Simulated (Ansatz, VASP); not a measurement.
**One calculation of LiF, two programs**

```xyz
4
Lattice="3.1184 0.0000 0.0000 -1.5592 2.7006 0.0000 0.0000 0.0000 5.5168" Properties=species:S:1:pos:R:3 pbc="T T T"
Li    0.0000    1.8004    2.1023
Li    1.5592    0.9002    4.8607
F     0.0000    1.8004    5.4833
F     1.5592    0.9002    2.7249
```

Alike in both runs: task single point; functional PBE; k mesh 9 × 9 × 6; occupations gaussian, width 0.05 eV; no spin polarisation.

|  | VASP | Ansatz |
| --- | --- | --- |
| version | VASP 6.6.1 | Ansatz 0.2.0 |
| potentials or method | VASP PAW PBE potentials, release 64 (Li_sv, F), cutoff 520 eV | scalar-relativistic, plane waves, PAW |
| valence electrons in the cell | 20 | 20 |

|  | VASP | Ansatz | Ansatz less VASP |
| --- | --- | --- | --- |
| gap on the k mesh at the Fermi level (eV) | 7.06 | 7.07 | +0.008 |
| least direct gap on the mesh (eV) | 7.06 | 7.07 | +0.008 |
| rms of the force components (eV/Å) | 0.046 | 0.039 | -0.0065 |

Atom by atom the forces differ by 0.006 eV/Å (rms over components).

Noted on VASP's run: the cutoff is short for stress, so the pressure is rough.
